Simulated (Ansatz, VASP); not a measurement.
**One calculation of C, two programs**

Contents of INCAR:

```
PREC     = Accurate       # precision mode
ENCUT    = 520            # plane-wave cutoff, eV
EDIFF    = 1E-6           # SCF threshold, eV
ISMEAR   = 0              # smearing method
SIGMA    = 0.15           # smearing width, eV
LREAL    = F              # projectors in reciprocal space
LASPH    = T              # aspherical terms in the spheres
NELM     = 100            # most SCF steps
ALGO     = Normal         # electronic algorithm
ISIF     = 2              # what is computed and relaxed
LWAVE    = F              # write WAVECAR
LCHARG   = F              # write CHGCAR
GGA      = PE             # functional
NBANDS   = 16             # bands
```

The input KPOINTS:

```
Automatic mesh
0
Gamma
  18 18 6
```

Contents of POSCAR:

```
C
1.0
    2.4665231295      0.0000000000      0.0000000000
   -1.2332615647      2.1360716891      0.0000000000
    0.0000000000      0.0000000000      8.5653080463
C
4
Direct
   -0.1731148902      0.0000000000      0.0025000000
    0.1731148902      0.0000000000      0.5025000000
    0.1602151513      0.6666666667      0.0025000000
    0.8397848487      0.3333333333      0.5025000000
```

Input for Ansatz:

```yaml
crystal:
  lattice:
    - [2.4665231295, 0.0, 0.0]
    - [-1.2332615647, 2.1360716891, 0.0]
    - [0.0, 0.0, 8.5653080463]
  atoms:
    - { symbol: C, position: [-0.1731148902, 0.0, 0.0025] }
    - { symbol: C, position: [0.1731148902, 0.0, 0.5025] }
    - { symbol: C, position: [0.1602151513, 0.6666666667, 0.0025] }
    - { symbol: C, position: [0.8397848487, 0.3333333333, 0.5025] }
basis:
  ecutwfc: 520.0
kpoints:
  mp_grid: { grid: [18, 18, 6] }
hamiltonian:
  xc: pbe
  pseudopotentials: { kind: paw, azcp: { folder: soft_1 } }
scf:
  occupations: { method: gaussian, width: 0.15 }
output:
  forces: true
  stress: true
  eigenvalues: true
```

Change from the starting cell: mode 4 frozen in at -0.427 Å, normal strain along x +0.0000.

Alike in both runs: task single point; functional PBE; k mesh 18 × 18 × 6; occupations gaussian, width 0.15 eV; no spin polarisation.

|  | VASP | Ansatz |
| --- | --- | --- |
| version | VASP 6.6.1 | Ansatz 0.2.0 |
| potentials or method | VASP PAW PBE potentials, release 64 (C), cutoff 520 eV | scalar-relativistic, plane waves, PAW |
| valence electrons in the cell | 16 | 16 |

VASP gave:

```
gap on the k mesh at the Fermi level (eV)                     : none
pressure (GPa)                                                : 0.4
traceless stress, the component that is largest in VASP (GPa) : -0.36
```

Task: What did Ansatz give for the same quantities?

Result: gap on the k mesh at the Fermi level (eV): none; pressure (GPa): 0.0; traceless stress, the component that is largest in VASP (GPa): 0.05.

A gap of «none» marks a metal or a gap that the smearing closes.
